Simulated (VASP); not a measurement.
A run of VASP 6.6.1 is set up as follows.

File INCAR:

```
  PREC = Accurate
  ENCUT = 520
  EDIFF = 1E-6
  ISMEAR = 0
  SIGMA = 0.15
  LREAL = F
  LASPH = T
  NELM = 80
  ALGO = Normal
  ISIF = 2
  LWAVE = F
  LCHARG = T
  GGA = PS
  LELF = T
  LVHAR = T
  NBANDS = 72
```

File KPOINTS:

```
regular mesh
0
Gamma
  9 9 5
```

File POSCAR:

```
Ta4N3
1.0
   -4.3571443853      0.0000000000      0.0000000000
    0.0000000000     -4.3571443853      0.0000000000
    0.0000000000      0.0000000000      9.0453519637
Ta N
8 6
Direct
    0.5000000000      0.0000000000      0.5853503654
    0.0000000000      0.5000000000      0.1129888697
    0.0000000000      0.0000000000      0.8316904227
    0.5000000000      0.5000000000      0.3593289271
    0.5000000000      0.0000000000      0.1129888697
    0.0000000000      0.5000000000      0.5853503654
    0.5000000000      0.5000000000      0.8113718036
    1.0000000000      1.0000000000      0.3390103080
    0.5000000000      1.0000000000      0.3491696176
    0.0000000000      0.5000000000      0.8215311132
    0.0000000000      0.0000000000      0.5853503654
    0.5000000000      0.5000000000      0.1129888697
    1.0000000000      0.5000000000      0.3491696176
    0.5000000000      0.0000000000      0.8215311132
```

Potentials or basis: VASP PAW PBE potentials, release 64 (Ta_pv, N).

Launch:

```bash
$ cat potpaw_PBE.64/Ta_pv/POTCAR potpaw_PBE.64/N/POTCAR > POTCAR
$ mpirun -np 1 vasp_std > vasp.out
```

(1) What does it give for the pressure?

(2) Estimate the band gap on the k mesh.

(3) Predict the largest force.

Answers

(1) -8.7 GPa.

(2) zero (bands 59 and 60 overlap by 2.13 eV).

(3) 1.696 eV/Å.

Caveat: the cell differs from its parent crystal (the distance across one plane changed); the cell stands under tension; the PAW data sets were made with another functional, which shifts forces and pressure a little; spin-orbit coupling is left out, which moves the levels of the heavy elements.
